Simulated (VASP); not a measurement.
# ZrH (I-4m2) in VASP: relaxation of cell and atoms with PBEsol

Aim: the relaxation of cell and atoms of ZrH with PBEsol.

Program: VASP 6.6.1. These are calculated values, not measurements. Logs are shortened: lines on timing, memory, paths and dates and some standing lists are left out, and cuts for length are marked.

**1. The cell of the first run**

Symmetry: I-4m2, No. 119, tetragonal system. Conventional cell: a = 3.288 Å, b = 3.288 Å, c = 5.009 Å, α = 90.00°, β = 90.00°, γ = 90.00°. Zr (site symmetry -4m2) has 4 H at 2.07 Å within 2.7 Å. Within 2.7 Å of H (site symmetry -4m2) lie 4 Zr at 2.07 Å.

**2. Relaxation of cell and atoms, PBEsol**

Contents of INCAR:

```
PREC     = Accurate       # precision mode
ENCUT    = 500            # plane-wave cutoff, eV
EDIFF    = 1E-7           # SCF threshold, eV
ISMEAR   = 0              # smearing method
SIGMA    = 0.05           # smearing width, eV
LREAL    = F              # projectors in reciprocal space
LASPH    = T              # aspherical terms in the spheres
NELM     = 120            # most SCF steps
ALGO     = Normal         # electronic algorithm
ISIF     = 3              # what is computed and relaxed
LWAVE    = F              # write WAVECAR
LCHARG   = F              # write CHGCAR
GGA      = PS             # functional
IBRION   = 2              # ionic algorithm
NSW      = 80             # ionic steps
EDIFFG   = -0.01          # ionic threshold
GGA_COMPAT= F            
NELMIN   = 4
```

Contents of KPOINTS:

```
regular mesh
0
Gamma
  7 7 9
```

Contents of POSCAR:

```
ZrH
1.0
   -1.6439080000      1.6439080000      2.5043990000
    1.6439080000     -1.6439080000      2.5043990000
    1.6439080000      1.6439080000     -2.5043990000
Zr H
1 1
Direct
    0.0000000000      0.0000000000      0.0000000000
    0.7500000000      0.2500000000      0.5000000000
```

Potentials or basis: VASP PAW PBE potentials, release 64 (Zr_sv, H).

Run with:

```sh
$ cat potpaw_PBE.64/Zr_sv/POTCAR potpaw_PBE.64/H/POTCAR > POTCAR
$ mpirun -np 1 vasp_std > vasp.out
```

OUTCAR:

```text
PREC = Accurate
   ENCUT = 500
   EDIFF = 1E-7
   ISMEAR = 0
   LREAL = F
   LASPH = T
   NELM = 120
   ISIF = 3
   GGA = PS
   IBRION = 2
   NSW = 80
   EDIFFG = -0.01
   NELMIN = 4

 ion  position               nearest neighbor table
   1  0.000  0.000  0.000-   2 2.07   2 2.07   2 2.07   2 2.07
   2  0.750  0.250  0.500-   1 2.07   1 2.07   1 2.07   1 2.07

  LATTYP: Found a body centered tetragonal cell.
 ALAT       =     3.2878160000
 C/A-ratio  =     1.5234423094

  Lattice vectors:

 A1 = (  -1.6439080000,   1.6439080000,   2.5043990000)
 A2 = (   1.6439080000,  -1.6439080000,   2.5043990000)
 A3 = (   1.6439080000,   1.6439080000,  -2.5043990000)

Analysis of symmetry for initial positions (statically):
=====================================================================
 Subroutine PRICEL returns:
 Original cell was already a primitive cell.

 Routine SETGRP: Setting up the symmetry group for a
 body centered tetragonal supercell.

 Subroutine GETGRP returns: Found  8 space group operations
 (whereof  8 operations were pure point group operations)
 out of a pool of 16 trial point group operations.

The static configuration has the point symmetry D_2d.

Analysis of symmetry for dynamics (positions and initial velocities):
=====================================================================
 Subroutine PRICEL returns:
 Original cell was already a primitive cell.

 Routine SETGRP: Setting up the symmetry group for a
 body centered tetragonal supercell.

 Subroutine GETGRP returns: Found  8 space group operations
 (whereof  8 operations were pure point group operations)
 out of a pool of 16 trial point group operations.

The dynamic configuration has the point symmetry D_2d.

 Subroutine INISYM returns: Found  8 space group operations
 (whereof  8 operations are pure point group operations),
 and found     1 'primitive' translations

----------------------------------------------------------------------------------------

                                     Primitive cell

  volume of cell :      27.0719

  direct lattice vectors                    reciprocal lattice vectors
    -1.643908000  1.643908000  2.504399000     0.000000000  0.304153274  0.199648698
     1.643908000 -1.643908000  2.504399000     0.304153274  0.000000000  0.199648698
     1.643908000  1.643908000 -2.504399000     0.304153274  0.304153274  0.000000000

  length of vectors
     3.417145209  3.417145209  3.417145209     0.363825256  0.363825256  0.430137685

  position of ions in fractional coordinates (direct lattice)
     0.000000000  0.000000000  0.000000000
     0.750000000  0.250000000  0.500000000

  ion indices of the primitive-cell ions
   primitive index   ion index
                 1           1
                 2           2

----------------------------------------------------------------------------------------

 KPOINTS: regular mesh

Automatic generation of k-mesh.
 Grid dimensions read from file:
 generate k-points for:    7    7    9

 Generating k-lattice:

  Cartesian coordinates                     Fractional coordinates (reciprocal lattice)
     0.000000000  0.043450468  0.028521243     0.142857143  0.000000000  0.000000000
     0.043450468  0.000000000  0.028521243     0.000000000  0.142857143  0.000000000
     0.033794808  0.033794808  0.000000000     0.000000000  0.000000000  0.111111111

  Length of vectors
     0.051975037  0.051975037  0.047793076

  Shift w.r.t. Gamma in fractional coordinates (k-lattice)
     0.000000000  0.000000000  0.000000000

 -----------------------------------------------------------------------------
|                                                                             |
|           W    W    AA    RRRRR   N    N  II  N    N   GGGG   !!!           |
|           W    W   A  A   R    R  NN   N  II  NN   N  G    G  !!!           |
|           W    W  A    A  R    R  N N  N  II  N N  N  G       !!!           |
|           W WW W  AAAAAA  RRRRR   N  N N  II  N  N N  G  GGG   !            |
|           WW  WW  A    A  R   R   N   NN  II  N   NN  G    G                |
|           W    W  A    A  R    R  N    N  II  N    N   GGGG   !!!           |
|                                                                             |
|     Your reciprocal lattice and k-lattice belong to different lattice       |
|     classes:                                                                |
|                                                                             |
|        The reciprocal lattice is body-centered tetragonal,                  |
|        whereas your k-lattice is base-centered monoclinic.                  |
|                                                                             |
|     Results are often still useful ...                                      |
|                                                                             |
 -----------------------------------------------------------------------------

 WARNING: IBZKPT: internal override: KBLOWUP is changed to .FALSE.
      ... skipping the blow-up phase ...

 Subroutine IBZKPT returns following result:
 ===========================================

 Found    128 irreducible k-points:

 Following reciprocal coordinates:
            Coordinates               Weight
  0.000000  0.000000  0.000000      1.000000
  0.142857  0.000000  0.000000      4.000000
  0.285714  0.000000  0.000000      4.000000
  0.428571 -0.000000  0.000000      4.000000
  0.142857  0.142857  0.000000      2.000000
  0.285714  0.142857 -0.000000      4.000000
[... 16 lines left out ...]
 -0.142857  0.000000  0.111111      4.000000
  0.142857  0.142857  0.111111      2.000000
 [... further k-points ...]
   k-points           NKPTS =    128   k-points in BZ     NKDIM =    128   number of bands    NBANDS=     10
   number of dos      NEDOS =    301   number of ions     NIONS =      2
   total plane-waves  NPLWV =  21952
   dimension x,y,z NGX =    28 NGY =   28 NGZ =   28
   dimension x,y,z NGXF=    56 NGYF=   56 NGZF=   56
   ions per type =               1   1
   NGX,Y,Z   is equivalent  to a cutoff of  13.62, 13.62, 13.62 a.u.
   NGXF,Y,Z  is equivalent  to a cutoff of  27.24, 27.24, 27.24 a.u.
 SYSTEM =  unknown system
   PREC   = accura    normal or accurate (medium, high low for compatibility)
   ISTART =      0    job   : 0-new  1-cont  2-samecut
   ICHARG =      2    charge: 1-file 2-atom 10-const
   ISPIN  =      1    spin polarized calculation?
   LNONCOLLINEAR =      F non collinear calculations
   LSORBIT =      F    spin-orbit coupling
   LASPH  =      T    aspherical Exc in radial PAW
   ENCUT  =  500.0 eV  36.75 Ry    6.06 a.u.   6.23  6.23  6.23*2*pi/ulx,y,z
   NELM   =    120;   NELMIN=  4; NELMDL= -5     # of ELM steps
   EDIFF  = 0.1E-06   stopping-criterion for ELM
   LREAL  =      F    real-space projection
   EDIFFG = -.1E-01   stopping-criterion for IOM
   NSW    =     80    number of steps for IOM
   IBRION =      2    ionic relax: 0-MD 1-quasi-New 2-CG
   NFREE  =      1    steps in history (QN), initial steepest desc. (CG)
   ISIF   =      3    stress and relaxation
   ISYM   =      2    0-nonsym 1-usesym 2-fastsym
   POTIM  = 0.5000    time-step for ionic-motion
   TEBEG  =    0.0;   TEEND  =   0.0 temperature during run
   PSTRESS=    0.0 pullay stress
   NELECT =      13.0000    total number of electrons
   NUPDOWN=      -1.0000    fix difference up-down
   EMIN   =  10.00;   EMAX   =-10.00  energy-range for DOS
   EFERMI =   0.00;   METHOD = LEGACY
   ISMEAR =     0;   SIGMA  =   0.05  broadening in eV -4-tet -1-fermi 0-gaus
   EFERMI_NEDOS =   21; number of points for ismear=-14 and -15
   IALGO  =     38    algorithm
   IMIX   =      4    mixing-type and parameters
     AMIX     =   0.40;   BMIX     =  1.00
     AMIX_MAG =   1.60;   BMIX_MAG =  1.00
  volume/ion in A,a.u.               =      13.54        91.35
  Fermi-wavevector in a.u.,A,eV,Ry     =   1.281985  2.422601 22.360995  1.643487
  Thomas-Fermi vector in A             =   2.414323
   LORBIT       =      0    0 simple, 1 ext, 2 COOP (PROOUT), +10 PAW based schemes
   GGA     = PS    functional components
   LHFCALC =     F    Hartree Fock is set to
   AEXX    =    0.0000 exact exchange contribution
   IVDW    =     0    specifies the selected vdW correction
   LEPSILON=     F    determine dielectric tensor
   LRPA    =     F    only Hartree local field effects (RPA)
 conjugate gradient relaxation of ions
 non-spin polarized calculation
 Gauss-broadening in eV      SIGMA  =   0.05
  energy-cutoff  :      500.00
  volume of cell :       27.07
 maximum number of plane-waves:       713
 NGX is ok and might be reduce to    28
   NGX = 13   NGY = 13   NGZ = 13

--------------------------------------- Ionic step        1  -------------------------------------------

 number of electron      12.9999999 magnetization

 Free energy of the ion-electron system (eV)
  ---------------------------------------------------
  ext. energy  EPLUGINS =         0.00000000
  ---------------------------------------------------
  free energy    TOTEN  =       -13.11219489 eV

  energy without entropy =      -13.11096742  energy(sigma->0) =      -13.11158116

------------------------ aborting loop because EDIFF is reached ----------------------------------------

  FORCE on cell =-STRESS in cart. coord.  units (eV):
  Direction    XX          YY          ZZ          XY          YZ          ZX
  --------------------------------------------------------------------------------------
  -------------------------------------------------------------------------------------
  Total       -0.7572588     -0.7572588     -0.6954554      0.0000000      0.0000000      0.0000000
  in kB      -44.8163394    -44.8163394    -41.1586712      0.0000000      0.0000000      0.0000000
  external PRESSURE =     -43.5971167 kB  Pullay stress =       0.0000000 kB
[... 165 lines left out ...]
  energy  without entropy=      -13.1252658930  energy(sigma->0) =      -13.12597264

--------------------------------------- Ionic step        6  -------------------------------------------

 number of electron      12.9999999 magnetization

 Free energy of the ion-electron system (eV)
  ---------------------------------------------------
  ext. energy  EPLUGINS =         0.00000000
  ---------------------------------------------------
  free energy    TOTEN  =       -13.12690434 eV

  energy without entropy =      -13.12546039  energy(sigma->0) =      -13.12618236

 E-fermi :   7.9067     XC(G=0): -11.1596

 val. band max:        7.9050223841   @ k =   0.4286   0.2857   0.2222
 cond. band min:       7.9197470080   @ k =   0.4286   0.2857   0.1111
 fundamental gap:      0.0147246239
 Fermi energy:         7.9067234207

 k-point     1 :       0.0000    0.0000    0.0000
  band No.  band energies     occupation
      1     -40.7419      2.00000
      2     -18.4515      2.00000
      3     -18.4190      2.00000
      4     -18.4190      2.00000
      5       0.0111      2.00000
      6       8.0484      0.00006
      7       8.8015      0.00000
      8       8.8015      0.00000
      9      10.2437      0.00000
     10      11.4856      0.00000
[... 287 lines left out ...]
 k-point    24 :       0.1429    0.1429    0.1111
  band No.  band energies     occupation
      1     -40.6606      2.00000
      2     -18.8854      2.00000
      3     -18.6602      2.00000
      4     -18.5376      2.00000
      5       1.8411      2.00000
      6       6.4639      2.00000
      7       8.3535      0.00000
      8       9.6998      0.00000
      9       9.9503      0.00000
     10      12.1893      0.00000

 [... further k-points ...]

------------------------ aborting loop because EDIFF is reached ----------------------------------------

  FORCE on cell =-STRESS in cart. coord.  units (eV):
  Direction    XX          YY          ZZ          XY          YZ          ZX
  --------------------------------------------------------------------------------------
  -------------------------------------------------------------------------------------
  Total       -0.0181596     -0.0181596     -0.0069193      0.0000000      0.0000000     -0.0000000
  in kB       -1.1164930     -1.1164930     -0.4254139      0.0000000      0.0000000     -0.0000000
  external PRESSURE =      -0.8861333 kB  Pullay stress =       0.0000000 kB
[... 17 lines left out ...]
  FREE ENERGIE OF THE ION-ELECTRON SYSTEM (eV)
  ---------------------------------------------------
  free  energy   TOTEN  =       -13.1269043354 eV

  energy  without entropy=      -13.1254603878  energy(sigma->0) =      -13.12618236

 reached required accuracy - stopping structural energy minimisation
```

Run time: 2.3 min. Hardware: 1 thread of AMD EPYC 7R43 (Zen 3), shared host; peak memory 0.15 GiB.

What came out:

```yaml
Free_energy: -13.1269 eV
Relaxed_volume: 13.03 Å³/atom
Relaxed_cell: a = 3.381 Å, b = 3.381 Å, c = 3.381 Å, α = 122.83°, β = 122.83°, γ = 85.16°
Space_group_after_relaxing_to_0.1_Å: I-4m2 (No. 119)
Energy_gained_by_relaxing: 7.4 meV/atom
Ionic_steps: 6
Pressure_after_relaxing: -0.1 GPa
Band_gap_on_the_k_mesh: zero (an odd number of electrons rules out a gap without spin polarisation)
```

The path:
```csv
step,energy change (eV),largest force (eV/Å),pressure (GPa),volume (Å³)
1,0.0000,0.0000,-4.36,27.07
2,-0.0120,0.0000,1.94,25.65
3,-0.0143,0.0000,0.02,26.05
4,-0.0143,0.0000,-0.08,26.07
5,-0.0145,0.0000,-0.08,26.07
6,-0.0147,0.0000,-0.09,26.06
```

Final structure:
```
CELL_PARAMETERS angstrom
-1.61766 1.61766 2.48959
1.61766 -1.61766 2.48959
1.61766 1.61766 -2.48959
ATOMIC_POSITIONS crystal
Zr 0.00000 0.00000 0.00000
H 0.75000 0.25000 0.50000
```

Caveat: the PAW data sets were made with another functional, which shifts forces and pressure a little.
